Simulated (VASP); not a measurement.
# Al16As16H (a cell with a defect) in VASP: notebook, part 2 of 2

VASP 6.6.1. Earlier steps stand in the parts before.

**3. Single point, PBE (with an interstitial atom, then relaxed in part)**

INCAR reads:

```
SYSTEM = Al16As16H
PREC     = Accurate       ! precision mode
ENCUT    = 520            ! plane-wave cutoff, eV
EDIFF    = 1E-6           ! SCF threshold, eV
ISMEAR   = 0              ! smearing method
SIGMA    = 0.01           ! smearing width, eV
LREAL    = Auto         
LASPH    = .TRUE.         ! aspherical terms in the spheres
NELM     = 60             ! most SCF steps
ALGO     = Normal         ! electronic algorithm
ISIF     = 2              ! what is computed and relaxed
LWAVE    = .FALSE.        ! write WAVECAR
LCHARG   = .FALSE.        ! write CHGCAR
GGA      = PE             ! functional
NELECT   = 128.0        
NBANDS   = 86             ! bands
```

KPOINTS reads:

```
regular mesh
0
G
  3 3 3
  0 0 0
```

POSCAR reads:

```
Al16As16H
1.0
   -5.7279123196      5.7279123196     -5.7279123196
   -5.7279123196     -5.7279123196      5.7279123196
    5.7279123196      5.7279123196      5.7279123196
Al As H
16 16 1
Direct
    0.7512392642      0.7512392642      0.5036781467
    0.5024388825      0.0000000000      0.4987607358
    0.4975611175      0.7463218533      0.7475611175
    0.2374328945      0.2374328945      0.4874328945
    0.2487607358      0.0000000000      0.7524388825
    0.2536781467      0.7512392642      0.0012392642
    0.0000000000      0.5024388825      0.4987607358
    0.0000000000      0.2487607358      0.7524388825
    0.0000000000      0.0000000000      0.0125671055
    0.0000000000      0.7625671055      0.2500000000
    0.7463218533      0.4975611175      0.7475611175
    0.7512392642      0.2536781467      0.0012392642
    0.7625671055      0.0000000000      0.2500000000
    0.4975611175      0.4975611175     -0.0036781467
    0.5024388825      0.2487607358      0.2500000000
    0.2487607358      0.5024388825      0.2500000000
    0.0000000000      0.0000000000      0.7563467895
    0.7500000000      0.2500000000      0.7500000000
    0.7455857035      0.0000000000     -0.0044142965
    0.4936532105      0.4936532105      0.7436532105
    0.5000000000      0.2500000000      0.0000000000
    0.5063467895      0.0000000000      0.2500000000
    0.2500000000      0.7500000000      0.7500000000
    0.2500000000      0.5000000000      0.0000000000
    0.2544142965      0.2544142965      0.2500000000
    0.2544142965      0.0000000000      0.5044142965
    0.0000000000      0.7455857035     -0.0044142965
    0.0000000000      0.5063467895      0.2500000000
    0.0000000000      0.2544142965      0.5044142965
    0.7455857035      0.7455857035      0.2500000000
    0.7500000000      0.5000000000      0.5000000000
    0.5000000000      0.7500000000      0.5000000000
    0.0000000000      0.0000000000      0.2500000000
```

Potentials or basis: VASP PAW PBE potentials, release 64 (Al, As, H).

On the command line:

```sh
cat potpaw_PBE.64/Al/POTCAR potpaw_PBE.64/As/POTCAR potpaw_PBE.64/H/POTCAR > POTCAR
mpirun -np 1 vasp_std > vasp.out
```

OUTCAR:

```text
SYSTEM = Al16As16H
   PREC = Accurate
   ENCUT = 520
   EDIFF = 1E-6
   ISMEAR = 0
   LREAL = Auto
   LASPH = .TRUE.
   NELM = 60
   ISIF = 2
   GGA = PE
   NELECT = 128.0

 ion  position               nearest neighbor table
   1  0.751  0.751  0.504-  31 2.48  32 2.48  30 2.48  17 2.48
   2  0.502  0.000  0.499-  18 2.48  32 2.48  26 2.48  22 2.48
   3  0.498  0.746  0.748-  23 2.48  32 2.48  19 2.48  20 2.48
   4  0.237  0.237  0.487-  29 2.47  26 2.47  25 2.47  20 2.54
   5  0.249  0.000  0.752-  21 2.48  23 2.48  26 2.48  17 2.48
   6  0.254  0.751  0.001-  23 2.48  24 2.48  27 2.48  22 2.48
[... 24 lines left out ...]
  31  0.750  0.500  0.500-  11 2.48   7 2.48  15 2.48   1 2.48
  32  0.500  0.750  0.500-   3 2.48   2 2.48  16 2.48   1 2.48
[... 560 lines left out ...]
  in kB      -16.0573907    -16.0573907    -16.0573907     -0.0000000     -0.0000000      0.0000000
  external PRESSURE =     -16.0573907 kB  Pullay stress =       0.0000000 kB

 VOLUME and BASIS-vectors are now :
 -----------------------------------------------------------------------------
  energy-cutoff  :      520.00
  volume of cell :      751.71
      direct lattice vectors                 reciprocal lattice vectors
    -5.727912320  5.727912320 -5.727912320    -0.087291839  0.087291839  0.000000000
    -5.727912320 -5.727912320  5.727912320    -0.087291839  0.000000000  0.087291839
     5.727912320  5.727912320  5.727912320     0.000000000  0.087291839  0.087291839

 POSITION                                       TOTAL-FORCE (eV/Angst)
 -----------------------------------------------------------------------------------
     -5.72104      2.88502      2.88502         0.000743      0.001903      0.001903
     -0.02107      5.73478     -0.02107        -0.001903      0.000743     -0.001903
     -2.84289      2.85708      5.70684         0.001903     -0.000743     -0.001903
      0.07198      2.79197      2.79197         0.002930     -0.002930     -0.002930
      2.88502      5.73478      2.88502         0.001903      0.000743      0.001903
     -5.74898     -2.84289      2.85708        -0.001903      0.001903     -0.000743
[... 25 lines left out ...]
     -4.29593      1.43198      4.29593         0.000000      0.000000     -0.000000
      1.43198      1.43198      1.43198         0.000000      0.000000     -0.000000
 -----------------------------------------------------------------------------------
    total drift:                               -0.000001      0.000001      0.000001

  FREE ENERGIE OF THE ION-ELECTRON SYSTEM (eV)
  ---------------------------------------------------
  free  energy   TOTEN  =      -155.1404031763 eV

  energy  without entropy=     -155.1368492028  energy(sigma->0) =     -155.13862619
```

It took 8.4 min on 1 thread of AMD EPYC 7R13 (Zen 3), shared host; peak memory 0.97 GiB.

Results:

| Item | Value |
| --- | --- |
| Free energy | -155.1404 eV |
| Largest force | 0.005 eV/Å |

Forces on the atoms (eV/Å):
```
Al   0.001  0.002  0.002
Al  -0.002  0.001 -0.002
Al   0.002 -0.001 -0.002
Al   0.003 -0.003 -0.003
Al   0.002  0.001  0.002
Al  -0.002  0.002 -0.001
Al  -0.002 -0.002  0.001
Al   0.002  0.002  0.001
Al   0.003  0.003  0.003
Al  -0.003 -0.003  0.003
Al   0.002 -0.002 -0.001
Al  -0.002 -0.001  0.002
Al  -0.003  0.003 -0.003
Al   0.001 -0.002 -0.002
Al  -0.001  0.002 -0.002
Al  -0.001 -0.002  0.002
As  -0.003 -0.003 -0.003
As   0.000  0.000  0.000
As   0.000  0.001  0.000
As  -0.003  0.003  0.003
As   0.000  0.000  0.000
As   0.003 -0.003  0.003
As   0.000  0.000  0.000
As   0.000  0.000  0.000
As   0.001  0.000  0.000
As   0.000 -0.001  0.000
As   0.000  0.000  0.001
As   0.003  0.003 -0.003
As   0.000  0.000 -0.001
As  -0.001  0.000  0.000
As   0.000  0.000  0.000
As   0.000  0.000  0.000
H    0.000  0.000  0.000
```

Caveat: the cell carries a net charge on a neutralising background, which shifts energy and pressure; the cell differs from its parent crystal (with an interstitial atom, then relaxed in part); the cell is charged against a uniform background, so pressure and absolute levels hang on convention.

**4. Single point, PBE (with an interstitial atom, then relaxed in part)**

INCAR reads:

```
ALGO = Normal
EDIFF = 1E-6
ENCUT = 520
GGA = PE
ISIF = 2
ISMEAR = 0
LASPH = True
LCHARG = False
LREAL = Auto
LWAVE = False
NBANDS = 86
NELECT = 130.0
NELM = 60
PREC = Accurate
SIGMA = 0.01
```

KPOINTS reads:

```
k-points
0
Gamma
  3 3 3
```

POSCAR reads:

```
Al16As16H
1.0
   -5.7279123196      5.7279123196     -5.7279123196
   -5.7279123196     -5.7279123196      5.7279123196
    5.7279123196      5.7279123196      5.7279123196
Al As H
16 16 1
Direct
    0.7525405871      0.7525405871      0.5057646092
    0.5032240221      0.0000000000      0.4974594129
    0.4967759779      0.7442353908      0.7467759779
    0.2239899852      0.2239899852      0.4739899852
    0.2474594129      0.0000000000      0.7532240221
    0.2557646092      0.7525405871      0.0025405871
    0.0000000000      0.5032240221      0.4974594129
    0.0000000000      0.2474594129      0.7532240221
    0.0000000000      0.0000000000      0.0260100148
    0.0000000000      0.7760100148      0.2500000000
    0.7442353908      0.4967759779      0.7467759779
    0.7525405871      0.2557646092      0.0025405871
    0.7760100148      0.0000000000      0.2500000000
    0.4967759779      0.4967759779     -0.0057646092
    0.5032240221      0.2474594129      0.2500000000
    0.2474594129      0.5032240221      0.2500000000
    0.0000000000      0.0000000000      0.7619340600
    0.7500000000      0.2500000000      0.7500000000
    0.7425555030      0.0000000000     -0.0074444970
    0.4880659400      0.4880659400      0.7380659400
    0.5000000000      0.2500000000      0.0000000000
    0.5119340600      0.0000000000      0.2500000000
    0.2500000000      0.7500000000      0.7500000000
    0.2500000000      0.5000000000      0.0000000000
    0.2574444970      0.2574444970      0.2500000000
    0.2574444970      0.0000000000      0.5074444970
    0.0000000000      0.7425555030     -0.0074444970
    0.0000000000      0.5119340600      0.2500000000
    0.0000000000      0.2574444970      0.5074444970
    0.7425555030      0.7425555030      0.2500000000
    0.7500000000      0.5000000000      0.5000000000
    0.5000000000      0.7500000000      0.5000000000
    0.0000000000      0.0000000000      0.2500000000
```

Potentials or basis: VASP PAW PBE potentials, release 64 (Al, As, H).

On the command line:

```sh
cat potpaw_PBE.64/Al/POTCAR potpaw_PBE.64/As/POTCAR potpaw_PBE.64/H/POTCAR > POTCAR
mpirun -np 1 vasp_std > vasp.out
```

OUTCAR:

```text
EDIFF = 1E-6
   ENCUT = 520
   GGA = PE
   ISIF = 2
   ISMEAR = 0
   LASPH = True
   LREAL = Auto
   NELECT = 130.0
   NELM = 60
   PREC = Accurate

 ion  position               nearest neighbor table
   1  0.753  0.753  0.506-  30 2.47  31 2.48  32 2.48  17 2.49
   2  0.503  0.000  0.497-  26 2.47  18 2.48  32 2.48  22 2.49
   3  0.497  0.744  0.747-  19 2.47  23 2.48  32 2.48  20 2.49
   4  0.224  0.224  0.474-  25 2.46  26 2.46  29 2.46  20 2.62
   5  0.247  0.000  0.753-  26 2.47  23 2.48  21 2.48  17 2.49
   6  0.256  0.753  0.003-  27 2.47  24 2.48  23 2.48  22 2.49
[... 24 lines left out ...]
  31  0.750  0.500  0.500-   1 2.48   7 2.48  15 2.48  11 2.48
  32  0.500  0.750  0.500-  16 2.48   2 2.48   3 2.48   1 2.48
  33  0.000  0.000  0.250-

  LATTYP: Found a body centered cubic cell.
 ALAT       =    11.4558246392

  Lattice vectors:

 A1 = (  -5.7279123196,   5.7279123196,  -5.7279123196)
 A2 = (  -5.7279123196,  -5.7279123196,   5.7279123196)
[... 222 lines left out ...]
 val. band max:        3.6293869227   @ k =   0.0000   0.0000   0.0000
 cond. band min:       5.1198171568   @ k =   0.0000   0.0000   0.0000
 fundamental gap:      1.4904302341
 Fermi energy:         3.7107247408

 k-point     1 :       0.0000    0.0000    0.0000
  band No.  band energies     occupation
      1      -8.0969      2.00000
      2      -6.8743      2.00000
      3      -6.8743      2.00000
      4      -6.8717      2.00000
      5      -6.8610      2.00000
      6      -6.8610      2.00000
[... 309 lines left out ...]
     76       6.8213      0.00000
     77       6.8341      0.00000
 [bands above 77 left out]

------------------------ aborting loop because EDIFF is reached ----------------------------------------

  FORCE on cell =-STRESS in cart. coord.  units (eV):
  Direction    XX          YY          ZZ          XY          YZ          ZX
  --------------------------------------------------------------------------------------
  -------------------------------------------------------------------------------------
  Total        8.4995714      8.4995714      8.4995714     -0.0000000     -0.0000000      0.0000000
  in kB       18.1158423     18.1158423     18.1158423     -0.0000000     -0.0000000      0.0000000
  external PRESSURE =      18.1158423 kB  Pullay stress =       0.0000000 kB

 VOLUME and BASIS-vectors are now :
 -----------------------------------------------------------------------------
  energy-cutoff  :      520.00
  volume of cell :      751.71
      direct lattice vectors                 reciprocal lattice vectors
    -5.727912320  5.727912320 -5.727912320    -0.087291839  0.087291839  0.000000000
    -5.727912320 -5.727912320  5.727912320    -0.087291839  0.000000000  0.087291839
     5.727912320  5.727912320  5.727912320     0.000000000  0.087291839  0.087291839

 POSITION                                       TOTAL-FORCE (eV/Angst)
 -----------------------------------------------------------------------------------
     -5.72400      2.89698      2.89698         0.001643     -0.000389     -0.000389
     -0.03302      5.73183     -0.03302         0.000389      0.001643      0.000389
     -2.83094      2.86004      5.69489        -0.000389     -0.001643      0.000389
      0.14898      2.71497      2.71497        -0.001745      0.001745      0.001745
      2.89698      5.73183      2.89698        -0.000389      0.001643     -0.000389
     -5.76093     -2.83094      2.86004         0.000389     -0.000389     -0.001643
[... 25 lines left out ...]
     -4.29593      1.43198      4.29593         0.000000      0.000000      0.000000
      1.43198      1.43198      1.43198         0.000000      0.000000      0.000000
 -----------------------------------------------------------------------------------
    total drift:                               -0.000002      0.000002      0.000002

  FREE ENERGIE OF THE ION-ELECTRON SYSTEM (eV)
  ---------------------------------------------------
  free  energy   TOTEN  =      -148.1132631634 eV

  energy  without entropy=     -148.1132631634  energy(sigma->0) =     -148.11326316
```

OSZICAR:

```text
N       E                     dE             d eps       ncg     rms          rms(c)
DAV:   1     0.443977282423E+03    0.44398E+03   -0.47657E+04   688   0.122E+03
DAV:   2    -0.102130063525E+03   -0.54611E+03   -0.52022E+03   840   0.176E+02
DAV:   3    -0.150846304788E+03   -0.48716E+02   -0.48230E+02   816   0.522E+01
DAV:   4    -0.152067666355E+03   -0.12214E+01   -0.12149E+01   840   0.920E+00
DAV:   5    -0.152098320538E+03   -0.30654E-01   -0.30617E-01   896   0.148E+00    0.128E+01
DAV:   6    -0.148638042517E+03    0.34603E+01   -0.57918E+00   778   0.471E+00    0.739E+00
DAV:   7    -0.148095447151E+03    0.54260E+00   -0.31140E+00   786   0.362E+00    0.246E+00
DAV:   8    -0.148106412870E+03   -0.10966E-01   -0.26748E-01   770   0.121E+00    0.636E-01
DAV:   9    -0.148111284856E+03   -0.48720E-02   -0.14187E-02   808   0.332E-01    0.254E-01
DAV:  10    -0.148112758580E+03   -0.14737E-02   -0.20326E-03   824   0.113E-01    0.970E-02
DAV:  11    -0.148113205034E+03   -0.44645E-03   -0.54674E-04   784   0.647E-02    0.428E-02
DAV:  12    -0.148113253161E+03   -0.48128E-04   -0.12370E-04   904   0.273E-02    0.141E-02
DAV:  13    -0.148113261318E+03   -0.81571E-05   -0.28747E-05   768   0.156E-02    0.609E-03
DAV:  14    -0.148113262948E+03   -0.16297E-05   -0.54386E-06   808   0.531E-03    0.275E-03
DAV:  15    -0.148113263163E+03   -0.21541E-06   -0.71070E-07   472   0.280E-03
   1 F= -.14811326E+03 E0= -.14811326E+03  d E =-.116126E-31
```

stdout:

```text
POSCAR found type information on POSCAR AlAsH
 POSCAR found :  3 types and      33 ions
 scaLAPACK will be used
 LDA part: xc-table for (Slater+PW92), standard interpolation
 POSCAR, INCAR and KPOINTS ok, starting setup
 FFT: planning ... GRIDC
 FFT: planning ... GRID_SOFT
 FFT: planning ... GRID
 WAVECAR not read
 entering main loop
 the old and the new charge density differ
 old charge density:   129.00000 new  130.00000
    0.128E+01
```

Wall time 8.6 min (1 thread of AMD EPYC 7R13 (Zen 3), shared host); peak memory 0.97 GiB.

Results:

```yaml
Free_energy: -148.1133 eV
Largest_force: 0.006 eV/Å
```

Forces in eV/Å, atoms in the order of the input:
```
Al   0.002  0.000  0.000
Al   0.000  0.002  0.000
Al   0.000 -0.002  0.000
Al  -0.002  0.002  0.002
Al   0.000  0.002  0.000
Al   0.000  0.000 -0.002
Al   0.000  0.000  0.002
Al   0.000  0.000  0.002
Al  -0.002 -0.002 -0.002
Al   0.002  0.002 -0.002
Al   0.000  0.000 -0.002
Al   0.000 -0.002  0.000
Al   0.002 -0.002  0.002
Al   0.002  0.000  0.000
Al  -0.002  0.000  0.000
Al  -0.002  0.000  0.000
As  -0.003 -0.003 -0.003
As   0.000  0.000  0.000
As   0.000  0.000  0.000
As  -0.003  0.003  0.003
As   0.000  0.000  0.000
As   0.003 -0.003  0.003
As   0.000  0.000  0.000
As   0.000  0.000  0.000
As   0.000  0.000  0.000
As   0.000  0.000  0.000
As   0.000  0.000  0.000
As   0.003  0.003 -0.003
As   0.000  0.000  0.000
As   0.000  0.000  0.000
As   0.000  0.000  0.000
As   0.000  0.000  0.000
H    0.000  0.000  0.000
```

Levels at points of the mesh, in eV from the Fermi level:
| k point | band 62 | band 63 | band 64 | band 65 | band 66 | band 67 | band 68 | band 69 |
| --- | --- | --- | --- | --- | --- | --- | --- | --- |
| (0.00, 0.00, 0.00) | -0.83 | -0.08 | -0.08 | -0.08 | 1.41 | 1.41 | 1.61 | 2.12 |

Caveat: the cell carries a net charge on a neutralising background, which shifts energy and pressure; the cell differs from its parent crystal (with an interstitial atom, then relaxed in part); the cell is charged against a uniform background, so pressure and absolute levels hang on convention.

**5. Single point, PBE (with an interstitial atom, then relaxed in part)**

INCAR reads:

```
SYSTEM = Al16As16H
PREC = Accurate
ENCUT = 520
EDIFF = 1E-6
ISMEAR = 0
SIGMA = 0.01
LREAL = Auto
LASPH = .TRUE.
NELM = 80
ALGO = Normal
ISIF = 2
LWAVE = .FALSE.
LCHARG = .FALSE.
GGA = PE
NELECT = 130.0
NBANDS = 86
```

KPOINTS reads:

```
Automatic mesh
0
Gamma
  2 2 2
  0.5 0.5 0.5
```

POSCAR reads:

```
Al16As16H
1.0
   -5.7279123196      5.7279123196     -5.7279123196
    5.7279123196     -5.7279123196     -5.7279123196
   -5.7279123196     -5.7279123196      5.7279123196
Al As H
16 16 1
Direct
    0.4997890094      0.2567730909      0.2573388579
    0.2546746359      0.2557036621      0.5012195453
   -0.0002467652      0.2508654376      0.7516498111
    0.7496189479      0.0008425655      0.2516757298
    0.7496560018      0.2509827692      0.0016596337
    0.4997247897      0.0048138859      0.5015466986
    0.2497796404      0.0010599721      0.7517564161
   -0.0003453444      0.7508293691      0.2515841663
    0.9953104193      0.9964779850      0.9971457369
    0.7442696853      0.7452182697      0.5013666972
    0.4997668271      0.7461878680      0.7466496177
    0.2551197908      0.5007439844      0.2567207148
    0.2498173894      0.7509672290      0.0017683995
    0.0043542332      0.5008985956      0.5015635501
    0.7447258037      0.5008038343      0.7461590297
    0.4997282763      0.5008939167      0.0048395873
    0.4997211614      0.0036057471      0.2511453861
    0.2492020402      0.0031935569      0.5016051775
   -0.0029311714     -0.0017742826      0.7483420035
    0.7500605204      0.7512227442      0.2543275654
    0.7467662372     -0.0014126163     -0.0006903783
    0.4997234129      0.7558449124      0.5015539191
    0.2527811619      0.7515976051      0.7523080579
    0.0023699838      0.5008825532      0.2509388939
   -0.0027533127      0.7478001261     -0.0008833745
    0.7555240840      0.5009241117      0.5016114765
    0.4997231554      0.5008898958      0.7557713235
    0.2441692293      0.2453747072      0.2460551895
    0.2493799524      0.5008923562      0.0039332968
    0.0022060874      0.2502270423      0.5016031181
    0.7502310460      0.2537654249      0.7521120711
    0.4997320562      0.2506194706      0.0041790709
    0.5001960296      0.4997785829      0.4997586915
```

On the command line:

```sh
cat potpaw_PBE.64/Al/POTCAR potpaw_PBE.64/As/POTCAR potpaw_PBE.64/H/POTCAR > POTCAR
mpirun -np 1 vasp_std > vasp.out
```

It took 15 min on 1 thread of Intel Xeon 8259CL, shared host; peak memory 1 GiB.

It converged, with:

| Property | Result |
| --- | --- |
| Free energy | -146.6660 eV |
| Largest force | 0.016 eV/Å |

Forces on the atoms (eV/Å):
```
Al   0.000  0.006 -0.001
Al  -0.001 -0.001  0.000
Al   0.001  0.001 -0.001
Al   0.002  0.001 -0.002
Al   0.000  0.002 -0.001
Al   0.004 -0.004 -0.003
Al   0.001  0.002  0.000
Al   0.001  0.001 -0.001
Al   0.004  0.004  0.004
Al   0.000  0.001 -0.004
Al   0.000 -0.001  0.000
Al   0.004  0.000  0.001
Al   0.002  0.001 -0.001
Al  -0.004  0.004 -0.005
Al  -0.002 -0.001  0.000
Al  -0.007 -0.004  0.006
As   0.007 -0.002 -0.006
As   0.001 -0.006 -0.002
As   0.012  0.006  0.009
As  -0.006 -0.002  0.004
As   0.008 -0.004  0.009
As  -0.004  0.002  0.004
As  -0.011 -0.004 -0.009
As  -0.008  0.005 -0.011
As   0.003  0.000  0.014
As   0.006 -0.002  0.001
As   0.001  0.001 -0.003
As   0.001 -0.004 -0.004
As  -0.002 -0.002  0.004
As  -0.015  0.004 -0.004
As  -0.001 -0.006 -0.002
As  -0.003 -0.001  0.004
H    0.003  0.004 -0.003
```

Levels at points of the mesh, in eV from the Fermi level:
```csv
k point,band 61,band 62,band 63,band 64,band 65,band 66,band 67,band 68,band 69,band 70
"(0.25, 0.25, 0.25)",-1.68,-1.68,-1.68,-1.68,-0.35,1.19,1.19,1.19,1.23,1.28
```

Caveat: the cell carries a net charge on a neutralising background, which shifts energy and pressure; the cell differs from its parent crystal (with an interstitial atom, then relaxed in part); the cell is charged against a uniform background, so pressure and absolute levels hang on convention.
